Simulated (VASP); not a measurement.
# Be3Cd2Te (I4/mmm) in VASP: a series of runs

Runs on Be3Cd2Te. Level: PBE. Tasks: relaxation of cell and atoms, single point.

Program: VASP 6.6.1. These are calculated values, not measurements. Logs are shortened: lines on timing, memory, paths and dates and some standing lists are left out, and cuts for length are marked.

## 1. The cell of the first run

It takes space group I4/mmm (No. 139, tetragonal). The conventional cell has a = 6.266 Å, b = 6.266 Å, c = 6.358 Å, α = 90.00°, β = 90.00°, γ = 90.00°. Within 1.9 Å of Be (site symmetry 4mm) lie 1 Be at 1.33 Å and 1 Te at 1.85 Å. Be (site symmetry 4/mmm) has 2 Be at 1.33 Å within 1.8 Å. Within 4.1 Å of Cd (site symmetry -4m2) lie 8 Be at 3.14 to 3.51 Å and 2 Cd at 3.18 Å and 4 Te at 3.51 Å. Within 2.5 Å of Te (site symmetry 4/mmm) lie 2 Be at 1.85 Å.

The cell was built from a structure type or drawn by symmetry, and may not be a known phase.

## 2. Relaxation of cell and atoms, PBE

Input file INCAR:

```
PREC     = Accurate       # precision mode
ENCUT    = 600            # plane-wave cutoff, eV
EDIFF    = 1E-7           # SCF threshold, eV
ISMEAR   = 0              # smearing method
SIGMA    = 0.1            # smearing width, eV
LREAL    = False          # projectors in reciprocal space
LASPH    = True           # aspherical terms in the spheres
NELM     = 120            # most SCF steps
ALGO     = Normal         # electronic algorithm
ISIF     = 3              # what is computed and relaxed
LWAVE    = False          # write WAVECAR
LCHARG   = False          # write CHGCAR
GGA      = PE             # functional
IBRION   = 2              # ionic algorithm
NSW      = 90             # ionic steps
EDIFFG   = -0.04          # ionic threshold
GGA_COMPAT= False        
NELMIN   = 4
```

Input file KPOINTS:

```
regular mesh
0
Gamma
  4 4 4
```

Input file POSCAR:

```
Be3Cd2Te
1.0
   -3.1328117700      3.1328117700      3.1788299000
    3.1328117700     -3.1328117700      3.1788299000
    3.1328117700      3.1328117700     -3.1788299000
Be Cd Te
3 2 1
Direct
    0.7912720000      0.7912720000      0.0000000000
    0.2087280000      0.2087280000      0.0000000000
    0.0000000000      0.0000000000      0.0000000000
    0.7500000000      0.2500000000      0.5000000000
    0.2500000000      0.7500000000      0.5000000000
    0.5000000000      0.5000000000      0.0000000000
```

Potentials or basis: VASP PAW PBE potentials, release 64 (Be, Cd, Te).

Command:

```bash
$ cat potpaw_PBE.64/Be/POTCAR potpaw_PBE.64/Cd/POTCAR potpaw_PBE.64/Te/POTCAR > POTCAR
$ mpirun -np 1 vasp_std > vasp.out
```

OUTCAR:

```text
PREC = Accurate
   ENCUT = 600
   EDIFF = 1E-7
   ISMEAR = 0
   LREAL = False
   LASPH = True
   NELM = 120
   ISIF = 3
   GGA = PE
   IBRION = 2
   NSW = 90
   EDIFFG = -0.04
   NELMIN = 4

 ion  position               nearest neighbor table
   1  0.791  0.791  0.000-   3 1.33   6 1.85
   2  0.209  0.209  0.000-   3 1.33   6 1.85
   3  0.000  0.000  0.000-   1 1.33   2 1.33
   4  0.750  0.250  0.500-   5 3.18   5 3.18   6 3.51   6 3.51   6 3.51   6 3.51
   5  0.250  0.750  0.500-   4 3.18   4 3.18   6 3.51   6 3.51   6 3.51   6 3.51
   6  0.500  0.500  0.000-   1 1.85   2 1.85   5 3.51   4 3.51   4 3.51   5 3.51   4 3.51   5 3.51
                             5 3.51   4 3.51

  LATTYP: Found a body centered tetragonal cell.
 ALAT       =     6.2656235400
 C/A-ratio  =     1.0146890823

  Lattice vectors:

 A1 = (  -3.1328117700,   3.1328117700,   3.1788299000)
 A2 = (   3.1328117700,  -3.1328117700,   3.1788299000)
 A3 = (   3.1328117700,   3.1328117700,  -3.1788299000)

Analysis of symmetry for initial positions (statically):
=====================================================================
 Subroutine PRICEL returns:
 Original cell was already a primitive cell.

 Routine SETGRP: Setting up the symmetry group for a
 body centered tetragonal supercell.

 Subroutine GETGRP returns: Found 16 space group operations
 (whereof 16 operations were pure point group operations)
 out of a pool of 16 trial point group operations.

The static configuration has the point symmetry D_4h.

Analysis of symmetry for dynamics (positions and initial velocities):
=====================================================================
 Subroutine PRICEL returns:
 Original cell was already a primitive cell.

 Routine SETGRP: Setting up the symmetry group for a
 body centered tetragonal supercell.

 Subroutine GETGRP returns: Found 16 space group operations
 (whereof 16 operations were pure point group operations)
 out of a pool of 16 trial point group operations.

The dynamic configuration has the point symmetry D_4h.

 Subroutine INISYM returns: Found 16 space group operations
 (whereof 16 operations are pure point group operations),
 and found     1 'primitive' translations

----------------------------------------------------------------------------------------

                                     Primitive cell

  volume of cell :     124.7946

  direct lattice vectors                    reciprocal lattice vectors
    -3.132811770  3.132811770  3.178829900     0.000000000  0.159601035  0.157290580
     3.132811770 -3.132811770  3.178829900     0.159601035  0.000000000  0.157290580
     3.132811770  3.132811770 -3.178829900     0.159601035  0.159601035  0.000000000

  length of vectors
     5.452887190  5.452887190  5.452887190     0.224082166  0.224082166  0.225709948

  position of ions in fractional coordinates (direct lattice)
     0.791272000  0.791272000  0.000000000
     0.208728000  0.208728000  0.000000000
     0.000000000  0.000000000  0.000000000
     0.750000000  0.250000000  0.500000000
     0.250000000  0.750000000  0.500000000
     0.500000000  0.500000000  0.000000000

  ion indices of the primitive-cell ions
   primitive index   ion index
                 1           1
                 2           2
                 3           3
                 4           4
                 5           5
                 6           6

----------------------------------------------------------------------------------------

 KPOINTS: regular mesh

Automatic generation of k-mesh.
 Grid dimensions read from file:
 generate k-points for:    4    4    4

 Generating k-lattice:

  Cartesian coordinates                     Fractional coordinates (reciprocal lattice)
     0.000000000  0.039900259  0.039322645     0.250000000  0.000000000  0.000000000
     0.039900259  0.000000000  0.039322645     0.000000000  0.250000000  0.000000000
     0.039900259  0.039900259  0.000000000     0.000000000  0.000000000  0.250000000

  Length of vectors
     0.056020541  0.056020541  0.056427487

  Shift w.r.t. Gamma in fractional coordinates (k-lattice)
     0.000000000  0.000000000  0.000000000

 Subroutine IBZKPT returns following result:
 ===========================================

 Found     13 irreducible k-points:

 Following reciprocal coordinates:
            Coordinates               Weight
  0.000000  0.000000  0.000000      1.000000
  0.250000 -0.000000  0.000000      8.000000
  0.500000 -0.000000  0.000000      4.000000
  0.250000  0.250000  0.000000      8.000000
  0.500000  0.250000  0.000000     16.000000
 -0.250000  0.250000  0.000000      4.000000
  0.500000  0.500000  0.000000      2.000000
  0.250000  0.250000  0.250000      2.000000
 -0.250000  0.250000  0.250000      4.000000
  0.500000  0.500000  0.250000      4.000000
 -0.250000  0.500000  0.250000      8.000000
 -0.250000 -0.250000  0.250000      2.000000
  0.500000  0.500000  0.500000      1.000000
   k-points           NKPTS =     13   k-points in BZ     NKDIM =     13   number of bands    NBANDS=     22
   number of dos      NEDOS =    301   number of ions     NIONS =      6
   total plane-waves  NPLWV = 110592
   dimension x,y,z NGX =    48 NGY =   48 NGZ =   48
   dimension x,y,z NGXF=    96 NGYF=   96 NGZF=   96
   ions per type =               3   2   1
   NGX,Y,Z   is equivalent  to a cutoff of  14.63, 14.63, 14.63 a.u.
   NGXF,Y,Z  is equivalent  to a cutoff of  29.27, 29.27, 29.27 a.u.
 SYSTEM =  unknown system
   PREC   = accura    normal or accurate (medium, high low for compatibility)
   ISTART =      0    job   : 0-new  1-cont  2-samecut
   ICHARG =      2    charge: 1-file 2-atom 10-const
   ISPIN  =      1    spin polarized calculation?
   LNONCOLLINEAR =      F non collinear calculations
   LSORBIT =      F    spin-orbit coupling
   LASPH  =      T    aspherical Exc in radial PAW
   ENCUT  =  600.0 eV  44.10 Ry    6.64 a.u.  10.89 10.89 10.89*2*pi/ulx,y,z
   NELM   =    120;   NELMIN=  4; NELMDL= -5     # of ELM steps
   EDIFF  = 0.1E-06   stopping-criterion for ELM
   LREAL  =      F    real-space projection
   EDIFFG = -.4E-01   stopping-criterion for IOM
   NSW    =     90    number of steps for IOM
   IBRION =      2    ionic relax: 0-MD 1-quasi-New 2-CG
   NFREE  =      1    steps in history (QN), initial steepest desc. (CG)
   ISIF   =      3    stress and relaxation
   ISYM   =      2    0-nonsym 1-usesym 2-fastsym
   POTIM  = 0.5000    time-step for ionic-motion
   TEBEG  =    0.0;   TEEND  =   0.0 temperature during run
   PSTRESS=    0.0 pullay stress
   NELECT =      36.0000    total number of electrons
   NUPDOWN=      -1.0000    fix difference up-down
   EMIN   =  10.00;   EMAX   =-10.00  energy-range for DOS
   EFERMI =   0.00;   METHOD = LEGACY
   ISMEAR =     0;   SIGMA  =   0.10  broadening in eV -4-tet -1-fermi 0-gaus
   EFERMI_NEDOS =   21; number of points for ismear=-14 and -15
   IALGO  =     38    algorithm
   IMIX   =      4    mixing-type and parameters
     AMIX     =   0.40;   BMIX     =  1.00
     AMIX_MAG =   1.60;   BMIX_MAG =  1.00
  volume/ion in A,a.u.               =      20.80       140.36
  Fermi-wavevector in a.u.,A,eV,Ry     =   1.081709  2.044133 15.920095  1.170094
  Thomas-Fermi vector in A             =   2.217732
   LORBIT       =      0    0 simple, 1 ext, 2 COOP (PROOUT), +10 PAW based schemes
   GGA     = PE    functional components
   LHFCALC =     F    Hartree Fock is set to
   AEXX    =    0.0000 exact exchange contribution
   IVDW    =     0    specifies the selected vdW correction
   LEPSILON=     F    determine dielectric tensor
   LRPA    =     F    only Hartree local field effects (RPA)
 conjugate gradient relaxation of ions
 non-spin polarized calculation
 Gauss-broadening in eV      SIGMA  =   0.10
  energy-cutoff  :      600.00
  volume of cell :      124.79
 maximum number of plane-waves:      4180
 NGX is ok and might be reduce to    48
   NGX = 21   NGY = 21   NGZ = 21

--------------------------------------- Ionic step        1  -------------------------------------------

 number of electron      36.0000003 magnetization

 Free energy of the ion-electron system (eV)
  ---------------------------------------------------
  ext. energy  EPLUGINS =         0.00000000
  ---------------------------------------------------
  free energy    TOTEN  =         0.20648095 eV

  energy without entropy =        0.22524357  energy(sigma->0) =        0.21586226

------------------------ aborting loop because EDIFF is reached ----------------------------------------

  FORCE on cell =-STRESS in cart. coord.  units (eV):
  Direction    XX          YY          ZZ          XY          YZ          ZX
  --------------------------------------------------------------------------------------
  -------------------------------------------------------------------------------------
  Total       -4.8742611     -4.8742611     74.2916030      0.0000000     -0.0000000      0.0000000
  in kB      -62.5782602    -62.5782602    953.7936517      0.0000000     -0.0000000      0.0000000
  external PRESSURE =     276.2123771 kB  Pullay stress =       0.0000000 kB
[... 101 lines left out ...]
  FREE ENERGIE OF THE ION-ELECTRON SYSTEM (eV)
  ---------------------------------------------------
  free  energy   TOTEN  =       -10.4667203505 eV

  energy  without entropy=      -10.4573048393  energy(sigma->0) =      -10.46201259

[... ionic steps 4 to 12 ...]

--------------------------------------- Ionic step       13  -------------------------------------------

 number of electron      35.9999995 magnetization

------------------------ aborting loop because EDIFF is reached ----------------------------------------

  FORCE on cell =-STRESS in cart. coord.  units (eV):
  Direction    XX          YY          ZZ          XY          YZ          ZX
  --------------------------------------------------------------------------------------
  -------------------------------------------------------------------------------------
  Total        0.1195265      0.1195265      0.3334371      0.0000000      0.0000000      0.0000000
  in kB        1.5473760      1.5473760      4.3166373      0.0000000      0.0000000      0.0000000
  external PRESSURE =       2.4704631 kB  Pullay stress =       0.0000000 kB
[... 65 lines left out ...]
  energy  without entropy=      -11.9856905335  energy(sigma->0) =      -11.99609305

--------------------------------------- Ionic step       15  -------------------------------------------

 number of electron      35.9999996 magnetization

 Free energy of the ion-electron system (eV)
  ---------------------------------------------------
  ext. energy  EPLUGINS =         0.00000000
  ---------------------------------------------------
  free energy    TOTEN  =       -12.00716914 eV

  energy without entropy =      -11.98620047  energy(sigma->0) =      -11.99668480

 E-fermi :   3.1579     XC(G=0):  -9.4358

 val. band max:        3.1487418454   @ k =  -0.2500   0.2500   0.2500
 cond. band min:       3.1718733514   @ k =   0.5000  -0.0000   0.0000
 fundamental gap:      0.0231315061
 Fermi energy:         3.1578902732

 k-point     1 :       0.0000    0.0000    0.0000
  band No.  band energies     occupation
      1      -8.5875      2.00000
      2      -5.7519      2.00000
      3      -5.4212      2.00000
      4      -5.3976      2.00000
      5      -5.2821      2.00000
      6      -5.2821      2.00000
[... 347 lines left out ...]
  FREE ENERGIE OF THE ION-ELECTRON SYSTEM (eV)
  ---------------------------------------------------
  free  energy   TOTEN  =       -12.0071691389 eV

  energy  without entropy=      -11.9862004676  energy(sigma->0) =      -11.99668480

 reached required accuracy - stopping structural energy minimisation
```

It took 19 min on 1 thread of Intel Xeon 8259CL, shared host; peak memory 0.37 GiB.

What came out:

| Property | Result |
| --- | --- |
| Free energy | -12.0072 eV |
| Relaxed volume | 20.75 Å³/atom |
| Relaxed cell | a = 5.823 Å, b = 5.823 Å, c = 5.823 Å, α = 126.11°, β = 126.11°, γ = 79.70° |
| Space group after relaxing (to 0.1 Å) | I4/mmm (No. 139) |
| Energy gained by relaxing | 2035.6 meV/atom |
| Ionic steps | 15 |
| Pressure after relaxing | 0.0 GPa |
| Largest force after relaxing | 0.006 eV/Å |
| Band gap on the k mesh | zero (bands 18 and 19 overlap by 1.57 eV) |

Forces on the atoms (eV/Å):
```
Be   0.000  0.000 -0.006
Be   0.000  0.000  0.006
Be   0.000  0.000  0.000
Cd   0.000  0.000  0.000
Cd   0.000  0.000  0.000
Te   0.000  0.000  0.000
```

Step by step:
```
step  energy change (eV)  largest force (eV/Å)  pressure (GPa)  volume (Å³)
   1              0.0000                9.4587           27.62       124.79
   2             -9.8429                1.6249           -5.02       184.02
   3            -10.6732                3.6544            0.43       158.65
   4            -10.5873                3.1070           -2.12       167.75
   5            -10.6608                3.3425           -1.31       164.55
   6            -11.3765                0.7744           -4.79       161.80
   7            -11.4157                0.5305           -5.19       161.19
   8            -11.9947                0.2133           -3.25       141.68
   9            -12.1723                0.1916           -0.71       128.87
  10            -12.1763                0.2872           -0.10       126.60
  11            -12.1762                0.2592           -0.29       127.24
  12            -12.2047                0.1199           -0.04       125.39
  13            -12.2130                0.0138            0.25       123.76
  14            -12.2130                0.0096            0.26       123.69
  15            -12.2137                0.0058           -0.03       124.49
```

Final structure:
```
Be Cd Te
1.0
    -2.63857    2.63857    4.47048
     2.63857   -2.63857    4.47048
     2.63857    2.63857   -4.47048
Be Cd Te
3 2 1
Direct
  0.76334 0.76334 0.00000
  0.23666 0.23666 0.00000
  0.00000 0.00000 0.00000
  0.75000 0.25000 0.50000
  0.25000 0.75000 0.50000
  0.50000 0.50000 0.00000
```

Caveat: spin-orbit coupling is left out, which moves the levels of the heavy elements.

[end of part 1 of 2]
